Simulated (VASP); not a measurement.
# CsBr (Pm-3m) in VASP: a series of runs

Runs on CsBr. Level: PBEsol. Tasks: single point, relaxation of cell and atoms.

All numbers are computed with VASP 6.6.1; they aren't measurements. Logs are shortened: lines on timing, memory, paths and dates and some standing lists are left out, and cuts for length are marked.

## (1) The cell of the first run

It takes space group Pm-3m (No. 221, cubic). Conventional cell: a = 4.240 Å, b = 4.240 Å, c = 4.240 Å, α = 90.00°, β = 90.00°, γ = 90.00°. Cs (site symmetry m-3m) has 8 Br at 3.67 Å and 6 Cs at 4.24 Å within 4.8 Å. Within 4.8 Å of Br (site symmetry m-3m) lie 8 Cs at 3.67 Å and 6 Br at 4.24 Å.

## (2) Single point, PBEsol

INCAR reads:

```
SYSTEM = CsBr
PREC = Accurate ; ENCUT = 500
EDIFF = 1E-6 ; ISMEAR = -1
SIGMA = 0.08 ; LREAL = .FALSE.
LASPH = .TRUE. ; NELM = 120
ALGO = Normal ; ISIF = 2
LWAVE = .FALSE. ; LCHARG = .FALSE.
GGA = PS ; NBANDS = 15
GGA_COMPAT = .FALSE.
```

KPOINTS reads:

```
regular mesh
0
G
  8 8 8
  0 0 0
```

POSCAR reads:

```
CsBr
1.0
    4.2401800655      0.0000000000      0.0000000000
    0.0000000000      4.2401800655      0.0000000000
    0.0000000000      0.0000000000      4.2401800655
Cs Br
1 1
Direct
    0.0000000000      0.0000000000      0.0000000000
    0.5000000000      0.5000000000      0.5000000000
```

Potentials or basis: VASP PAW PBE potentials, release 64 (Cs_sv, Br).

Run with:

```
> cat potpaw_PBE.64/Cs_sv/POTCAR potpaw_PBE.64/Br/POTCAR > POTCAR
> mpirun -np 1 vasp_std > vasp.out
```

OUTCAR:

```text
SYSTEM = CsBr
   PREC = Accurate
   ENCUT = 500
   EDIFF = 1E-6
   ISMEAR = -1
   LREAL = .FALSE.
   LASPH = .TRUE.
   NELM = 120
   ISIF = 2
   GGA = PS

 ion  position               nearest neighbor table
   1  0.000  0.000  0.000-
   2  0.500  0.500  0.500-

  LATTYP: Found a simple cubic cell.
 ALAT       =     4.2401800655

  Lattice vectors:

 A1 = (   4.2401800655,   0.0000000000,   0.0000000000)
 A2 = (   0.0000000000,   4.2401800655,   0.0000000000)
 A3 = (   0.0000000000,   0.0000000000,   4.2401800655)

Analysis of symmetry for initial positions (statically):
=====================================================================
 Subroutine PRICEL returns:
 Original cell was already a primitive cell.

 Routine SETGRP: Setting up the symmetry group for a
 simple cubic supercell.

 Subroutine GETGRP returns: Found 48 space group operations
 (whereof 48 operations were pure point group operations)
 out of a pool of 48 trial point group operations.

The static configuration has the point symmetry O_h .

Analysis of symmetry for dynamics (positions and initial velocities):
=====================================================================
 Subroutine PRICEL returns:
 Original cell was already a primitive cell.

 Routine SETGRP: Setting up the symmetry group for a
 simple cubic supercell.

 Subroutine GETGRP returns: Found 48 space group operations
 (whereof 48 operations were pure point group operations)
 out of a pool of 48 trial point group operations.

The dynamic configuration has the point symmetry O_h .

 Subroutine INISYM returns: Found 48 space group operations
 (whereof 48 operations are pure point group operations),
 and found     1 'primitive' translations

----------------------------------------------------------------------------------------

                                     Primitive cell

  volume of cell :      76.2347

  direct lattice vectors                    reciprocal lattice vectors
     4.240180065  0.000000000  0.000000000     0.235839041  0.000000000  0.000000000
     0.000000000  4.240180065  0.000000000     0.000000000  0.235839041  0.000000000
     0.000000000  0.000000000  4.240180065     0.000000000  0.000000000  0.235839041

  length of vectors
     4.240180065  4.240180065  4.240180065     0.235839041  0.235839041  0.235839041

  position of ions in fractional coordinates (direct lattice)
     0.000000000  0.000000000  0.000000000
     0.500000000  0.500000000  0.500000000

  ion indices of the primitive-cell ions
   primitive index   ion index
                 1           1
                 2           2

----------------------------------------------------------------------------------------

 KPOINTS: regular mesh

Automatic generation of k-mesh.
 Grid dimensions read from file:
 generate k-points for:    8    8    8

 Generating k-lattice:

  Cartesian coordinates                     Fractional coordinates (reciprocal lattice)
     0.029479880  0.000000000  0.000000000     0.125000000  0.000000000  0.000000000
     0.000000000  0.029479880  0.000000000     0.000000000  0.125000000  0.000000000
     0.000000000  0.000000000  0.029479880     0.000000000  0.000000000  0.125000000

  Length of vectors
     0.029479880  0.029479880  0.029479880

  Shift w.r.t. Gamma in fractional coordinates (k-lattice)
     0.000000000  0.000000000  0.000000000

 Subroutine IBZKPT returns following result:
 ===========================================

 Found     35 irreducible k-points:

 Following reciprocal coordinates:
            Coordinates               Weight
  0.000000  0.000000  0.000000      1.000000
  0.125000  0.000000  0.000000      6.000000
  0.250000  0.000000  0.000000      6.000000
  0.375000  0.000000  0.000000      6.000000
  0.500000  0.000000  0.000000      3.000000
  0.125000  0.125000  0.000000     12.000000
[... 16 lines left out ...]
  0.375000  0.375000  0.125000     24.000000
  0.500000  0.375000  0.125000     24.000000
 [... further k-points ...]
   k-points           NKPTS =     35   k-points in BZ     NKDIM =     35   number of bands    NBANDS=     15
   number of dos      NEDOS =    301   number of ions     NIONS =      2
   total plane-waves  NPLWV =  32768
   dimension x,y,z NGX =    32 NGY =   32 NGZ =   32
   dimension x,y,z NGXF=    64 NGYF=   64 NGZF=   64
   ions per type =               1   1
   NGX,Y,Z   is equivalent  to a cutoff of  12.55, 12.55, 12.55 a.u.
   NGXF,Y,Z  is equivalent  to a cutoff of  25.09, 25.09, 25.09 a.u.
 SYSTEM =  CsBr
   PREC   = accura    normal or accurate (medium, high low for compatibility)
   ISTART =      0    job   : 0-new  1-cont  2-samecut
   ICHARG =      2    charge: 1-file 2-atom 10-const
   ISPIN  =      1    spin polarized calculation?
   LNONCOLLINEAR =      F non collinear calculations
   LSORBIT =      F    spin-orbit coupling
   LASPH  =      T    aspherical Exc in radial PAW
   ENCUT  =  500.0 eV  36.75 Ry    6.06 a.u.   7.73  7.73  7.73*2*pi/ulx,y,z
   NELM   =    120;   NELMIN=  2; NELMDL= -5     # of ELM steps
   EDIFF  = 0.1E-05   stopping-criterion for ELM
   LREAL  =      F    real-space projection
   EDIFFG = 0.1E-04   stopping-criterion for IOM
   NSW    =      0    number of steps for IOM
   IBRION =     -1    ionic relax: 0-MD 1-quasi-New 2-CG
   NFREE  =      0    steps in history (QN), initial steepest desc. (CG)
   ISIF   =      2    stress and relaxation
   ISYM   =      2    0-nonsym 1-usesym 2-fastsym
   POTIM  = 0.5000    time-step for ionic-motion
   TEBEG  =    0.0;   TEEND  =   0.0 temperature during run
   PSTRESS=    0.0 pullay stress
   NELECT =      16.0000    total number of electrons
   NUPDOWN=      -1.0000    fix difference up-down
   EMIN   =  10.00;   EMAX   =-10.00  energy-range for DOS
   EFERMI =   0.00;   METHOD = LEGACY
   ISMEAR =    -1;   SIGMA  =   0.08  broadening in eV -4-tet -1-fermi 0-gaus
   EFERMI_NEDOS =   21; number of points for ismear=-14 and -15
   IALGO  =     38    algorithm
   IMIX   =      4    mixing-type and parameters
     AMIX     =   0.40;   BMIX     =  1.00
     AMIX_MAG =   1.60;   BMIX_MAG =  1.00
  volume/ion in A,a.u.               =      38.12       257.23
  Fermi-wavevector in a.u.,A,eV,Ry     =   0.972890  1.838496 12.878125  0.946515
  Thomas-Fermi vector in A             =   2.103225
   LORBIT       =      0    0 simple, 1 ext, 2 COOP (PROOUT), +10 PAW based schemes
   GGA     = PS    functional components
   LHFCALC =     F    Hartree Fock is set to
   AEXX    =    0.0000 exact exchange contribution
   IVDW    =     0    specifies the selected vdW correction
   LEPSILON=     F    determine dielectric tensor
   LRPA    =     F    only Hartree local field effects (RPA)
 non-spin polarized calculation
  energy-cutoff  :      500.00
  volume of cell :       76.23
 maximum number of plane-waves:      1964
 NGX is ok and might be reduce to    32
   NGX = 15   NGY = 15   NGZ = 15

 number of electron      15.9999996 magnetization

 Free energy of the ion-electron system (eV)
  ---------------------------------------------------
  ext. energy  EPLUGINS =         0.00000000
  ---------------------------------------------------
  free energy    TOTEN  =        -6.34714995 eV

  energy without entropy =       -6.34714995  energy(sigma->0) =       -6.34714995

 E-fermi :   1.5858     XC(G=0):  -8.4254

 val. band max:       -0.2396936236   @ k =   0.0000   0.0000   0.0000
 cond. band min:       4.2026456361   @ k =   0.0000   0.0000   0.0000
 fundamental gap:      4.4423392597
 Fermi energy:         1.5858317820

 k-point     1 :       0.0000    0.0000    0.0000
  band No.  band energies     occupation
      1     -19.9580      2.00000
      2     -12.6734      2.00000
      3      -6.5193      2.00000
      4      -6.5193      2.00000
      5      -6.5193      2.00000
      6      -0.2397      2.00000
      7      -0.2397      2.00000
      8      -0.2397      2.00000
      9       4.2026      0.00000
     10       4.5112      0.00000
     11       4.5112      0.00000
     12       8.9573      0.00000
     13       8.9573      0.00000
     14       8.9573      0.00000
     15      11.9094      0.00000

 k-point     2 :       0.1250    0.0000    0.0000
  band No.  band energies     occupation
      1     -19.9488      2.00000
      2     -12.6766      2.00000
      3      -6.5884      2.00000
      4      -6.5015      2.00000
      5      -6.5015      2.00000
      6      -0.5182      2.00000
      7      -0.2747      2.00000
      8      -0.2747      2.00000
      9       4.6135      0.00000
     10       4.6169      0.00000
     11       4.8886      0.00000
     12       8.8544      0.00000
     13       8.8544      0.00000
     14       9.0436      0.00000
     15      10.9124      0.00000

 k-point     3 :       0.2500    0.0000    0.0000
  band No.  band energies     occupation
      1     -19.9266      2.00000
      2     -12.6856      2.00000
      3      -6.7428      2.00000
      4      -6.4578      2.00000
      5      -6.4578      2.00000
      6      -1.0689      2.00000
      7      -0.3615      2.00000
      8      -0.3615      2.00000
      9       4.9183      0.00000
     10       5.5764      0.00000
     11       5.8533      0.00000
     12       8.7071      0.00000
     13       8.7071      0.00000
     14       9.2812      0.00000
     15       9.5242      0.00000
[... 343 lines left out ...]
 k-point    23 :       0.3750    0.3750    0.1250
  band No.  band energies     occupation
      1     -19.8498      2.00000
      2     -12.5875      2.00000
      3      -7.0686      2.00000
      4      -6.9968      2.00000
      5      -6.4519      2.00000
      6      -1.0577      2.00000
      7      -0.8713      2.00000
      8      -0.4793      2.00000
      9       5.5775      0.00000
     10       5.8619      0.00000
     11       7.1848      0.00000
     12       7.4727      0.00000
     13       8.8204      0.00000
     14       9.3506      0.00000
     15      11.0355      0.00000

 k-point    24 :       0.5000    0.3750    0.1250
  band No.  band energies     occupation
      1     -19.8417      2.00000
      2     -12.5711      2.00000
      3      -7.1269      2.00000
      4      -7.0572      2.00000
      5      -6.4369      2.00000
      6      -1.0218      2.00000
      7      -0.9240      2.00000
      8      -0.4649      2.00000
      9       5.4626      0.00000
     10       5.7119      0.00000
     11       7.1729      0.00000
     12       7.2441      0.00000
     13       9.2516      0.00000
     14      10.3356      0.00000
     15      11.2507      0.00000

 [... further k-points ...]

------------------------ aborting loop because EDIFF is reached ----------------------------------------

  FORCE on cell =-STRESS in cart. coord.  units (eV):
  Direction    XX          YY          ZZ          XY          YZ          ZX
  --------------------------------------------------------------------------------------
  -------------------------------------------------------------------------------------
  Total        0.0390176      0.0390176      0.0390176      0.0000000      0.0000000      0.0000000
  in kB        0.8200079      0.8200079      0.8200079      0.0000000      0.0000000      0.0000000
  external PRESSURE =       0.8200079 kB  Pullay stress =       0.0000000 kB

 VOLUME and BASIS-vectors are now :
 -----------------------------------------------------------------------------
  energy-cutoff  :      500.00
  volume of cell :       76.23
      direct lattice vectors                 reciprocal lattice vectors
     4.240180065  0.000000000  0.000000000     0.235839041  0.000000000  0.000000000
     0.000000000  4.240180065  0.000000000     0.000000000  0.235839041  0.000000000
     0.000000000  0.000000000  4.240180065     0.000000000  0.000000000  0.235839041

 POSITION                                       TOTAL-FORCE (eV/Angst)
 -----------------------------------------------------------------------------------
      0.00000      0.00000      0.00000         0.000000      0.000000      0.000000
      2.12009      2.12009      2.12009         0.000000      0.000000      0.000000
 -----------------------------------------------------------------------------------
    total drift:                                0.000000      0.000000     -0.000000

  FREE ENERGIE OF THE ION-ELECTRON SYSTEM (eV)
  ---------------------------------------------------
  free  energy   TOTEN  =        -6.3471499515 eV

  energy  without entropy=       -6.3471499514  energy(sigma->0) =       -6.34714995
```

It took 32 s on 1 thread of AMD EPYC 7R43 (Zen 3), shared host; peak memory 0.16 GiB.

Results:

```yaml
Free_energy: -6.3471 eV
Pressure: 0.1 GPa
Band_gap_on_the_k_mesh: 4.44 eV
```

Levels at points of the mesh, in eV from the valence-band top:
| k point | band 5 | band 6 | band 7 | band 8 | band 9 | band 10 | band 11 | band 12 |
| --- | --- | --- | --- | --- | --- | --- | --- | --- |
| (0.00, 0.00, 0.00) | -6.28 | 0.00 | 0.00 | 0.00 | 4.44 | 4.75 | 4.75 | 9.20 |
| (0.50, 0.00, 0.00) | -6.15 | -1.45 | -0.25 | -0.25 | 5.83 | 7.36 | 7.78 | 8.16 |
| (0.50, 0.50, 0.00) | -6.08 | -0.60 | -0.60 | -0.02 | 5.15 | 5.39 | 7.18 | 7.18 |
| (0.50, 0.50, 0.50) | -6.73 | -1.30 | -1.30 | -1.30 | 8.41 | 8.41 | 8.41 | 9.19 |

Caveat: the PAW data sets were made with another functional, which shifts forces and pressure a little; spin-orbit coupling is left out, which moves the levels of the heavy elements.

## (3) Relaxation of cell and atoms, PBEsol

This run uses another cell than the first one, of 39.37 Å³/atom.

INCAR reads:

```
SYSTEM = CsBr
PREC     = Accurate       ! precision mode
ENCUT    = 500            ! plane-wave cutoff, eV
EDIFF    = 1E-7           ! SCF threshold, eV
ISMEAR   = -1             ! smearing method
SIGMA    = 0.08           ! smearing width, eV
LREAL    = .FALSE.        ! projectors in reciprocal space
LASPH    = .TRUE.         ! aspherical terms in the spheres
NELM     = 120            ! most SCF steps
ALGO     = Normal         ! electronic algorithm
ISIF     = 3              ! what is computed and relaxed
LWAVE    = .FALSE.        ! write WAVECAR
LCHARG   = .FALSE.        ! write CHGCAR
GGA      = PS             ! functional
IBRION   = 2              ! ionic algorithm
NSW      = 100            ! ionic steps
EDIFFG   = -0.002         ! ionic threshold
GGA_COMPAT= .FALSE.      
NELMIN   = 4
```

KPOINTS reads:

```
Automatic mesh
0
G
  8 8 8
  0 0 0
```

POSCAR reads:

```
CsBr
1.0
    4.2860000000      0.0000000000      0.0000000000
    0.0000000000      4.2860000000      0.0000000000
    0.0000000000      0.0000000000      4.2860000000
Cs Br
1 1
Direct
    0.0000000000      0.0000000000      0.0000000000
    0.5000000000      0.5000000000      0.5000000000
```

Potentials or basis: VASP PAW PBE potentials, release 64 (Cs_sv, Br).

Run with:

```
> cat potpaw_PBE.64/Cs_sv/POTCAR potpaw_PBE.64/Br/POTCAR > POTCAR
> mpirun -np 1 vasp_std > vasp.out
```

It took 67 s on 1 thread of AMD EPYC 7R43 (Zen 3), shared host; peak memory 0.17 GiB.

It converged, with:

```yaml
Free_energy: -6.3475 eV
Relaxed_volume: 38.32 Å³/atom
Relaxed_cell: a = 4.248 Å, b = 4.248 Å, c = 4.248 Å, α = 90.00°, β = 90.00°, γ = 90.00°
Space_group_after_relaxing_to_0.1_Å: Pm-3m (No. 221)
Energy_gained_by_relaxing: 1.3 meV/atom
Ionic_steps: 4
Pressure_after_relaxing: 0.0 GPa
Band_gap_on_the_k_mesh: 4.42 eV
```

The path:
```
step  energy change (eV)  largest force (eV/Å)  pressure (GPa)  volume (Å³)
   1              0.0000                0.0000           -0.40        78.73
   2             -0.0021                0.0000           -0.19        77.63
   3             -0.0027                0.0000           -0.02        76.75
   4             -0.0027                0.0000            0.00        76.64
```

Final structure:
```cif
data_structure
_symmetry_space_group_name_H-M 'P 1'
_symmetry_Int_Tables_number 1
_cell_length_a 4.2477
_cell_length_b 4.2477
_cell_length_c 4.2477
_cell_angle_alpha 90.000
_cell_angle_beta 90.000
_cell_angle_gamma 90.000
_cell_volume 76.64
loop_
_atom_site_label
_atom_site_type_symbol
_atom_site_fract_x
_atom_site_fract_y
_atom_site_fract_z
_atom_site_occupancy
Cs1 Cs 0.00000 0.00000 0.00000 1
Br1 Br 0.50000 0.50000 0.50000 1
```

Levels at points of the mesh, in eV from the valence-band top:
```tsv
k point	band 6	band 7	band 8	band 9	band 10	band 11
(0.00, 0.00, 0.00)	0.00	0.00	0.00	4.42	4.76	4.76
(0.50, 0.00, 0.00)	-1.43	-0.24	-0.24	5.83	7.33	7.75
(0.50, 0.50, 0.00)	-0.60	-0.60	-0.01	5.15	5.39	7.18
(0.50, 0.50, 0.50)	-1.29	-1.29	-1.29	8.39	8.39	8.39
```

Caveat: the PAW data sets were made with another functional, which shifts forces and pressure a little; spin-orbit coupling is left out, which moves the levels of the heavy elements.
